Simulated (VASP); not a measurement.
# PtSe2 (Fm-3m) in VASP: a series of runs

PtSe2 is run at these levels: r2SCAN, PBE; tasks: single point.

All numbers are computed with VASP 6.6.1; they aren't measurements. Logs are shortened: lines on timing, memory, paths and dates and some standing lists are left out, and cuts for length are marked.

### 1 The cell of the first run

The structure is cubic, space group Fm-3m (No. 225). Conventional cell: a = 6.262 Å, b = 6.262 Å, c = 6.262 Å, α = 90.00°, β = 90.00°, γ = 90.00°. Within 3.6 Å of Pt (site symmetry m-3m) lie 8 Se at 2.71 Å. Se (site symmetry -43m) has 4 Pt at 2.71 Å and 6 Se at 3.13 Å within 3.6 Å.

### 2 Single point, r2SCAN

Contents of POSCAR:

```
PtSe2
1.0
    0.0000000000      3.1308957809      3.1308957809
    3.1308957809      0.0000000000      3.1308957809
    3.1308957809      3.1308957809      0.0000000000
Pt Se
1 2
Direct
    0.0000000000      0.0000000000      0.0000000000
    0.2500000000      0.2500000000      0.2500000000
    0.7500000000      0.7500000000      0.7500000000
```

Contents of INCAR.step1:

```
PREC = Accurate
ENCUT = 550
ISMEAR = -1
SIGMA = 0.02
LREAL = F
LASPH = T
NELM = 120
NBANDS = 18
GGA = PE
ALGO = Normal
EDIFF = 1E-5
LWAVE = T
LCHARG = F
GGA_COMPAT = F
```

Contents of INCAR.step2:

```
PREC = Accurate
ENCUT = 550
EDIFF = 1E-6
ISMEAR = -1
SIGMA = 0.02
LREAL = F
LASPH = T
NELM = 120
ALGO = Normal
ISIF = 2
LWAVE = F
LCHARG = F
METAGGA = R2SCAN
LMIXTAU = T
NBANDS = 18
ISTART = 1
GGA_COMPAT = F
```

Contents of KPOINTS:

```
regular mesh
0
Gamma
  4 4 4
```

Potentials or basis: VASP PAW PBE potentials, release 64 (Pt, Se).

Launch:

```console
> cat potpaw_PBE.64/Pt/POTCAR potpaw_PBE.64/Se/POTCAR > POTCAR
> cp INCAR.step1 INCAR
> mpirun -np 1 vasp_std > vasp.out
> cp INCAR.step2 INCAR
> mpirun -np 1 vasp_std > vasp.out
```

OUTCAR:

```text
PREC = Accurate
   ENCUT = 550
   EDIFF = 1E-6
   ISMEAR = -1
   LREAL = F
   LASPH = T
   NELM = 120
   ISIF = 2
   METAGGA = R2SCAN
   ISTART = 1

 ion  position               nearest neighbor table
   1  0.000  0.000  0.000-   3 2.71   3 2.71   3 2.71   2 2.71   3 2.71   2 2.71   2 2.71   2 2.71

   2  0.250  0.250  0.250-   1 2.71   1 2.71   1 2.71   1 2.71
   3  0.750  0.750  0.750-   1 2.71   1 2.71   1 2.71   1 2.71

  LATTYP: Found a face centered cubic cell.
 ALAT       =     6.2617915618

  Lattice vectors:

 A1 = (   0.0000000000,   3.1308957809,   3.1308957809)
 A2 = (   3.1308957809,   0.0000000000,   3.1308957809)
 A3 = (   3.1308957809,   3.1308957809,   0.0000000000)

Analysis of symmetry for initial positions (statically):
=====================================================================
 Subroutine PRICEL returns:
 Original cell was already a primitive cell.

 Routine SETGRP: Setting up the symmetry group for a
 face centered cubic supercell.

 Subroutine GETGRP returns: Found 48 space group operations
 (whereof 48 operations were pure point group operations)
 out of a pool of 48 trial point group operations.

The static configuration has the point symmetry O_h .

Analysis of symmetry for dynamics (positions and initial velocities):
=====================================================================
 Subroutine PRICEL returns:
 Original cell was already a primitive cell.

 Routine SETGRP: Setting up the symmetry group for a
 face centered cubic supercell.

 Subroutine GETGRP returns: Found 48 space group operations
 (whereof 48 operations were pure point group operations)
 out of a pool of 48 trial point group operations.

The dynamic configuration has the point symmetry O_h .

 Subroutine INISYM returns: Found 48 space group operations
 (whereof 48 operations are pure point group operations),
 and found     1 'primitive' translations

----------------------------------------------------------------------------------------

                                     Primitive cell

  volume of cell :      61.3813

  direct lattice vectors                    reciprocal lattice vectors
     0.000000000  3.130895781  3.130895781    -0.159698704  0.159698704  0.159698704
     3.130895781  0.000000000  3.130895781     0.159698704 -0.159698704  0.159698704
     3.130895781  3.130895781  0.000000000     0.159698704  0.159698704 -0.159698704

  length of vectors
     4.427755276  4.427755276  4.427755276     0.276606270  0.276606270  0.276606270

  position of ions in fractional coordinates (direct lattice)
     0.000000000  0.000000000  0.000000000
     0.250000000  0.250000000  0.250000000
     0.750000000  0.750000000  0.750000000

  ion indices of the primitive-cell ions
   primitive index   ion index
                 1           1
                 2           2
                 3           3

----------------------------------------------------------------------------------------

 KPOINTS: regular mesh

Automatic generation of k-mesh.
 Grid dimensions read from file:
 generate k-points for:    4    4    4

 Generating k-lattice:

  Cartesian coordinates                     Fractional coordinates (reciprocal lattice)
    -0.039924676  0.039924676  0.039924676     0.250000000  0.000000000  0.000000000
     0.039924676 -0.039924676  0.039924676     0.000000000  0.250000000  0.000000000
     0.039924676  0.039924676 -0.039924676     0.000000000  0.000000000  0.250000000

  Length of vectors
     0.069151568  0.069151568  0.069151568

  Shift w.r.t. Gamma in fractional coordinates (k-lattice)
     0.000000000  0.000000000  0.000000000

 Subroutine IBZKPT returns following result:
 ===========================================

 Found      8 irreducible k-points:

 Following reciprocal coordinates:
            Coordinates               Weight
  0.000000  0.000000  0.000000      1.000000
  0.250000  0.000000  0.000000      8.000000
  0.500000  0.000000  0.000000      4.000000
  0.250000  0.250000  0.000000      6.000000
  0.500000  0.250000  0.000000     24.000000
 -0.250000  0.250000  0.000000     12.000000
  0.500000  0.500000  0.000000      3.000000
 -0.250000  0.500000  0.250000      6.000000
   k-points           NKPTS =      8   k-points in BZ     NKDIM =      8   number of bands    NBANDS=     18
   number of dos      NEDOS =    301   number of ions     NIONS =      3
   total plane-waves  NPLWV =  46656
   dimension x,y,z NGX =    36 NGY =   36 NGZ =   36
   dimension x,y,z NGXF=    72 NGYF=   72 NGZF=   72
   ions per type =               1   2
   NGX,Y,Z   is equivalent  to a cutoff of  13.52, 13.52, 13.52 a.u.
   NGXF,Y,Z  is equivalent  to a cutoff of  27.03, 27.03, 27.03 a.u.
 SYSTEM =  unknown system
   PREC   = accura    normal or accurate (medium, high low for compatibility)
   ISTART =      1    job   : 0-new  1-cont  2-samecut
   ICHARG =      0    charge: 1-file 2-atom 10-const
   ISPIN  =      1    spin polarized calculation?
   LNONCOLLINEAR =      F non collinear calculations
   LSORBIT =      F    spin-orbit coupling
   LASPH  =      T    aspherical Exc in radial PAW
   ENCUT  =  550.0 eV  40.42 Ry    6.36 a.u.   8.47  8.47  8.47*2*pi/ulx,y,z
   NELM   =    120;   NELMIN=  2; NELMDL=  0     # of ELM steps
   EDIFF  = 0.1E-05   stopping-criterion for ELM
   LREAL  =      F    real-space projection
   EDIFFG = 0.1E-04   stopping-criterion for IOM
   NSW    =      0    number of steps for IOM
   IBRION =     -1    ionic relax: 0-MD 1-quasi-New 2-CG
   NFREE  =      0    steps in history (QN), initial steepest desc. (CG)
   ISIF   =      2    stress and relaxation
   ISYM   =      2    0-nonsym 1-usesym 2-fastsym
   POTIM  = 0.5000    time-step for ionic-motion
   TEBEG  =    0.0;   TEEND  =   0.0 temperature during run
   PSTRESS=    0.0 pullay stress
   NELECT =      22.0000    total number of electrons
   NUPDOWN=      -1.0000    fix difference up-down
   EMIN   =  10.00;   EMAX   =-10.00  energy-range for DOS
   EFERMI =   0.00;   METHOD = LEGACY
   ISMEAR =    -1;   SIGMA  =   0.02  broadening in eV -4-tet -1-fermi 0-gaus
   EFERMI_NEDOS =   21; number of points for ismear=-14 and -15
   IALGO  =     38    algorithm
   IMIX   =      4    mixing-type and parameters
     AMIX     =   0.40;   BMIX     =  1.00
     AMIX_MAG =   1.60;   BMIX_MAG =  1.00
  volume/ion in A,a.u.               =      20.46       138.07
  Fermi-wavevector in a.u.,A,eV,Ry     =   1.162886  2.197536 18.399209  1.352304
  Thomas-Fermi vector in A             =   2.299442
   LORBIT       =      0    0 simple, 1 ext, 2 COOP (PROOUT), +10 PAW based schemes
   METAGGA = R2SCAN    functional components
   LHFCALC =     F    Hartree Fock is set to
   AEXX    =    0.0000 exact exchange contribution
   IVDW    =     0    specifies the selected vdW correction
   LEPSILON=     F    determine dielectric tensor
   LRPA    =     F    only Hartree local field effects (RPA)
 non-spin polarized calculation
  energy-cutoff  :      550.00
  volume of cell :       61.38
 maximum number of plane-waves:      1812
 NGX is ok and might be reduce to    36
   NGX = 17   NGY = 17   NGZ = 17

 number of electron      22.0000000 magnetization

 Free energy of the ion-electron system (eV)
  ---------------------------------------------------
  ext. energy  EPLUGINS =         0.00000000
  ---------------------------------------------------
  free energy    TOTEN  =       -79.67221545 eV

  energy without entropy =      -79.66173938  energy(sigma->0) =      -79.66697742

 E-fermi :   6.8065     XC(G=0): -11.3323

 val. band max:        6.8051956801   @ k =  -0.2500   0.5000   0.2500
 cond. band min:       6.8159303154   @ k =   0.2500   0.0000   0.0000
 fundamental gap:      0.0107346353
 Fermi energy:         6.8064844948

 k-point     1 :       0.0000    0.0000    0.0000
  band No.  band energies     occupation
      1     -10.0803      2.00000
      2      -5.9485      2.00000
      3      -0.3772      2.00000
      4      -0.3772      2.00000
      5      -0.3772      2.00000
      6       2.6207      2.00000
[... 10 lines left out ...]
     17      10.2874      0.00000
     18      14.3422      0.00000

 k-point     2 :       0.2500    0.0000    0.0000
  band No.  band energies     occupation
      1      -9.5505      2.00000
      2      -6.7938      2.00000
      3      -0.0368      2.00000
      4      -0.0368      2.00000
      5       1.0465      2.00000
      6       2.3505      2.00000
[... 10 lines left out ...]
     17      12.9080      0.00000
     18      16.2548      0.00000

 k-point     3 :       0.5000    0.0000    0.0000
  band No.  band energies     occupation
      1      -8.4247      2.00000
      2      -8.0614      2.00000
      3       0.3538      2.00000
      4       0.3538      2.00000
      5       0.8913      2.00000
      6       2.7626      2.00000
[... 10 lines left out ...]
     17      14.3192      0.00000
     18      17.5826      0.00000

 k-point     4 :       0.2500    0.2500    0.0000
  band No.  band energies     occupation
      1      -9.3963      2.00000
      2      -6.8741      2.00000
      3      -0.0625      2.00000
      4      -0.0625      2.00000
      5       0.5938      2.00000
      6       1.7638      2.00000
[... 10 lines left out ...]
     17      13.6645      0.00000
     18      14.6843      0.00000

 k-point     5 :       0.5000    0.2500    0.0000
  band No.  band energies     occupation
      1      -8.5014      2.00000
      2      -7.7111      2.00000
      3      -0.7774      2.00000
      4       0.1960      2.00000
      5       0.4875      2.00000
      6       2.1188      2.00000
[... 10 lines left out ...]
     17      15.5158      0.00000
     18      16.1069      0.00000

 k-point     6 :      -0.2500    0.2500    0.0000
  band No.  band energies     occupation
      1      -8.8072      2.00000
      2      -7.5184      2.00000
      3      -0.4025      2.00000
      4       0.5272      2.00000
      5       0.7053      2.00000
      6       1.4443      2.00000
[... 10 lines left out ...]
     17      15.1431      0.00000
     18      15.5519      0.00000

 k-point     7 :       0.5000    0.5000    0.0000
  band No.  band energies     occupation
      1      -8.4325      2.00000
      2      -7.5168      2.00000
      3      -1.8506      2.00000
      4       0.7008      2.00000
      5       0.7008      2.00000
      6       1.8582      2.00000
[... 10 lines left out ...]
     17      15.6812      0.00000
     18      16.6885      0.00000

 k-point     8 :      -0.2500    0.5000    0.2500
  band No.  band energies     occupation
      1      -8.0194      2.00000
      2      -8.0194      2.00000
      3      -1.3402      2.00000
      4      -0.4654      2.00000
      5       1.5075      2.00000
      6       1.5075      2.00000
[... 10 lines left out ...]
     17      15.0449      0.00000
     18      18.3157      0.00000

------------------------ aborting loop because EDIFF is reached ----------------------------------------

  FORCE on cell =-STRESS in cart. coord.  units (eV):
  Direction    XX          YY          ZZ          XY          YZ          ZX
  --------------------------------------------------------------------------------------
  -------------------------------------------------------------------------------------
  Total        0.0207541      0.0207541      0.0207541      0.0000000      0.0000000      0.0000000
  in kB        0.5417250      0.5417250      0.5417250      0.0000000      0.0000000      0.0000000
  external PRESSURE =       0.5417250 kB  Pullay stress =       0.0000000 kB

 VOLUME and BASIS-vectors are now :
 -----------------------------------------------------------------------------
  energy-cutoff  :      550.00
  volume of cell :       61.38
      direct lattice vectors                 reciprocal lattice vectors
     0.000000000  3.130895781  3.130895781    -0.159698704  0.159698704  0.159698704
     3.130895781  0.000000000  3.130895781     0.159698704 -0.159698704  0.159698704
     3.130895781  3.130895781  0.000000000     0.159698704  0.159698704 -0.159698704

 POSITION                                       TOTAL-FORCE (eV/Angst)
 -----------------------------------------------------------------------------------
      0.00000      0.00000      0.00000         0.000000      0.000000      0.000000
      1.56545      1.56545      1.56545        -0.000000     -0.000000     -0.000000
      4.69634      4.69634      4.69634         0.000000      0.000000      0.000000
 -----------------------------------------------------------------------------------
    total drift:                               -0.000000      0.000000      0.000000

  FREE ENERGIE OF THE ION-ELECTRON SYSTEM (eV)
  ---------------------------------------------------
  free  energy   TOTEN  =       -79.6722154514 eV

  energy  without entropy=      -79.6617393823  energy(sigma->0) =      -79.66697742
```

Wall time 1.9 min (1 thread of Intel Xeon 8259CL, shared host); peak memory 0.22 GiB.

Results:

| Property | Result |
| --- | --- |
| Free energy | -79.6722 eV |
| Pressure | 0.1 GPa |
| Band gap on the k mesh | zero (band 11 reaches 7.19 eV, above the bottom of band 12 at 6.81 eV) |

Caveat: the k points lie up to 0.43 Å⁻¹ apart; the PAW data sets were made with another functional, which shifts forces and pressure a little; spin-orbit coupling is left out, which moves the levels of the heavy elements.

### 3 Single point, PBE, non-collinear spin, zero start, spin-orbit coupling

Contents of INCAR:

```
PREC = Accurate ; ENCUT = 500
EDIFF = 1E-6 ; ISMEAR = -1
SIGMA = 0.02 ; LREAL = F
LASPH = T ; NELM = 200
ALGO = Normal ; ISIF = 2
LWAVE = F ; LCHARG = T
MAGMOM = 0 0 0 0 0 0 0 0 0 ; LORBIT = 11
LSORBIT = T ; GGA_COMPAT = F
LORBMOM = T ; LMAXMIX = 4
GGA = PE ; LVHAR = T
NBANDS = 35
```

Contents of KPOINTS:

```
Automatic mesh
0
Gamma
  4 4 4
```

POSCAR is that of step 2.

Potentials or basis: VASP PAW PBE potentials, release 64 (Pt, Se).

Launch:

```console
> cat potpaw_PBE.64/Pt/POTCAR potpaw_PBE.64/Se/POTCAR > POTCAR
> mpirun -np 1 vasp_ncl > vasp.out
```

OUTCAR:

```text
PREC = Accurate
   ENCUT = 500
   EDIFF = 1E-6
   ISMEAR = -1
   LREAL = F
   LASPH = T
   NELM = 200
   ISIF = 2
   LORBIT = 11
   LSORBIT = T
   GGA = PE

 ion  position               nearest neighbor table
   1  0.000  0.000  0.000-   3 2.71   3 2.71   3 2.71   2 2.71   3 2.71   2 2.71   2 2.71   2 2.71

   2  0.250  0.250  0.250-   1 2.71   1 2.71   1 2.71   1 2.71
   3  0.750  0.750  0.750-   1 2.71   1 2.71   1 2.71   1 2.71

  LATTYP: Found a face centered cubic cell.
 ALAT       =     6.2617915618

  Lattice vectors:

 A1 = (   0.0000000000,   3.1308957809,   3.1308957809)
 A2 = (   3.1308957809,   0.0000000000,   3.1308957809)
 A3 = (   3.1308957809,   3.1308957809,   0.0000000000)

[... 600 lines left out ...]
     0.0000000     0.0000000     0.0000000     0.0000000     0.0000000     0.0000000     0.0000000
     0.0000000     0.0000000     0.0000000     0.0000000     0.0000000     0.0000000     0.0000000
     0.0000000     0.0000000     0.0000000     0.0000000     0.0000000     0.0000000     0.0000000
     0.0000000     0.0000000     0.0000000     0.0000000     0.0000000     0.0000000     0.0000000
     0.0000000     0.0000000     0.0000000     0.0000000     0.0000000     0.0000000     0.0000000

 total charge

# of ion       s       p       d       tot
------------------------------------------
    1        0.553   0.522   8.046   9.121
    2        1.543   2.089   0.063   3.695
    3        1.543   2.089   0.063   3.695
--------------------------------------------------
tot          3.638   4.700   8.172  16.510

 magnetization (x)

# of ion       s       p       d       tot
------------------------------------------
    1       -0.000  -0.000   0.000  -0.000
    2       -0.000   0.000   0.000   0.000
    3       -0.000   0.000   0.000   0.000
--------------------------------------------------
tot         -0.000   0.000   0.000   0.000

 magnetization (y)

# of ion       s       p       d       tot
------------------------------------------
    1        0.000   0.000  -0.000  -0.000
    2        0.000   0.000   0.000   0.000
    3        0.000   0.000   0.000   0.000
--------------------------------------------------
tot          0.000   0.000  -0.000   0.000

 magnetization (z)

# of ion       s       p       d       tot
------------------------------------------
    1        0.000  -0.000   0.000  -0.000
    2        0.000   0.000   0.000   0.000
    3        0.000   0.000   0.000   0.000
--------------------------------------------------
tot          0.000  -0.000   0.000  -0.000
```

OSZICAR:

```text
N       E                     dE             d eps       ncg     rms          rms(c)
DAV:   1     0.112549653640E+03    0.11255E+03   -0.94646E+03   568   0.108E+03
DAV:   2    -0.662085781582E+01   -0.11917E+03   -0.11182E+03   648   0.218E+02
DAV:   3    -0.136821932538E+02   -0.70613E+01   -0.68762E+01   695   0.499E+01
DAV:   4    -0.137717728567E+02   -0.89580E-01   -0.89216E-01   617   0.602E+00
DAV:   5    -0.137729809566E+02   -0.12081E-02   -0.12077E-02   676   0.695E-01    0.129E+01
DAV:   6    -0.135467209323E+02    0.22626E+00   -0.31620E+00   597   0.159E+01    0.102E+01
DAV:   7    -0.132940683387E+02    0.25265E+00   -0.59253E-01   589   0.802E+00    0.561E+00
DAV:   8    -0.132948076751E+02   -0.73934E-03   -0.11655E-01   596   0.222E+00    0.183E+00
DAV:   9    -0.132852619823E+02    0.95457E-02   -0.19623E-02   612   0.132E+00    0.369E-01
DAV:  10    -0.132845717299E+02    0.69025E-03   -0.20462E-03   637   0.300E-01    0.203E-01
DAV:  11    -0.132842482038E+02    0.32353E-03   -0.13745E-03   606   0.271E-01    0.408E-02
DAV:  12    -0.132842571825E+02   -0.89787E-05   -0.96964E-05   625   0.712E-02    0.208E-02
DAV:  13    -0.132842559959E+02    0.11867E-05   -0.38286E-06   618   0.116E-02    0.112E-02
DAV:  14    -0.132842591236E+02   -0.31277E-05   -0.48245E-06   581   0.156E-02    0.595E-03
DAV:  15    -0.132842586115E+02    0.51207E-06   -0.14884E-06   556   0.114E-02
   1 F= -.13284259E+02 E0= -.13282728E+02  d E =-.306187E-02  mag=     0.0000    -0.0000     0.0000
```

Wall time 99 s (1 thread of Intel Xeon 8259CL, shared host); peak memory 0.31 GiB.

What came out:

```
Free energy                                           : -13.2843 eV
Pressure                                              : 1.7 GPa
Net moment                                            : 0.00 μB per cell
Valence electrons inside the program's atomic spheres : Pt 9.12; Se 3.69
```

Moments on the atoms (μB; x, y, z):
```
Pt  0.00 0.00 0.00
Se  0.00 0.00 0.00
Se  0.00 0.00 0.00
```

Caveat: the k points lie up to 0.43 Å⁻¹ apart.
